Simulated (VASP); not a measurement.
A run of VASP 6.6.1 is set up as follows.

Contents of INCAR:

```
SYSTEM = HfB
PREC = Accurate
ENCUT = 520
EDIFF = 1E-7
ISMEAR = -1
SIGMA = 0.1
LREAL = .FALSE.
LASPH = .TRUE.
NELM = 60
ALGO = Normal
ISIF = 2
LWAVE = .FALSE.
LCHARG = .TRUE.
GGA = PE
LELF = .TRUE.
LVHAR = .TRUE.
NBANDS = 21
```

The input KPOINTS:

```
Automatic mesh
0
G
  6 6 5
  0 0 0
```

File POSCAR:

```
HfB
1.0
    4.0753600184      0.0000000000      0.0000000000
   -2.0376800092      3.5293653055      0.0000000000
    0.0000000000      0.0000000000      4.7429518761
Hf B
2 2
Direct
    0.3333333333      0.6666666667     -0.0624976165
    0.6666666667      0.3333333333      0.4375023835
    0.3333333333      0.6666666667      0.4374976165
    0.6666666667      0.3333333333      0.9374976165
```

Potentials or basis: VASP PAW PBE potentials, release 64 (Hf_pv, B).

Launch:

```bash
$ cat potpaw_PBE.64/Hf_pv/POTCAR potpaw_PBE.64/B/POTCAR > POTCAR
$ mpirun -np 1 vasp_std > vasp.out
```

Estimate the pressure.

1.5 GPa.

What does it give for the band gap on the k mesh?

Zero (band 13 reaches 3.16 eV, above the bottom of band 14 at 2.12 eV).

Stress tensor (GPa, compression positive):
```
1.40 0.00 0.00
0.00 1.40 0.00
0.00 0.00 1.67
```

Caveat: spin-orbit coupling is left out, which moves the levels of the heavy elements.
